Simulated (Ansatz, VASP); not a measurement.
PbS: VASP beside Ansatz

The input INCAR:

```
ALGO = Normal ; EDIFF = 1E-8
ENCUT = 520 ; GGA = CA
ISIF = 2 ; ISMEAR = -1
LASPH = True ; LCHARG = False
LEFG = True ; LREAL = False
LWAVE = False ; NBANDS = 17
NELM = 100 ; PREC = Accurate
SIGMA = 0.01
```

File KPOINTS:

```
k-points
0
Gamma
  7 7 7
```

The input POSCAR:

```
PbS
1.0
    0.0000000000      2.9650000000      2.9650000000
    2.9650000000      0.0000000000      2.9650000000
    2.9650000000      2.9650000000      0.0000000000
Pb S
1 1
Direct
    0.0000000000      0.0000000000      0.0000000000
    0.5000000000      0.5000000000      0.5000000000
```

Input for Ansatz:

```yaml
crystal:
  lattice:
    - [0.0, 2.965, 2.965]
    - [2.965, 0.0, 2.965]
    - [2.965, 2.965, 0.0]
  atoms:
    - { symbol: Pb, position: [0.0, 0.0, 0.0] }
    - { symbol: S, position: [0.5, 0.5, 0.5] }
kpoints:
  mp_grid: { grid: [7, 7, 7] }
  band_path:
    path:
      - [0.0, 0.0, 0.0]
      - [0.5, 0.0, 0.5]
      - [0.625, 0.25, 0.625]
      - [0.375, 0.375, 0.75]
      - [0.0, 0.0, 0.0]
      - [0.5, 0.5, 0.5]
      - [0.5, 0.25, 0.75]
      - [0.5, 0.0, 0.5]
    npoints: 14
scf:
  occupations: { method: fermi_dirac, width: 0.01 }
hamiltonian:
  xc: lda
  pseudopotentials: { kind: paw }
output:
  forces: true
  stress: true
  eigenvalues: true
  efg: { contact_densities: true }
  populations: true
  bader: true
  dos: { projected: true, de: 0.2, e_range: [-14, 8] }
  write_density: true
  write_potential: true
  elf: true
  volumetric_format: npy
```

Alike in both runs: task electric field gradients; functional LDA; k mesh 7 × 7 × 7; occupations fermi-dirac, width 0.01 eV; no spin polarisation.

|  | VASP | Ansatz |
| --- | --- | --- |
| version | VASP 6.6.1 | Ansatz 0.2.0 |
| potentials or method | VASP PAW LDA potentials, release 64 (Pb_d, S) | PAW with Ansatz's default frozen-core files, scalar-relativistic |
| plane-wave cutoff (eV) | 520 | 420 |
| valence electrons in the cell | 20 | 20 |

```tsv
	VASP	Ansatz	Ansatz less VASP
pressure (GPa)	-2.6	-2.6	-0.05
```

LDA's correlation is that of Perdew and Zunger in VASP and of Perdew and Wang (1992) in Ansatz.

Spin-orbit coupling is off throughout.
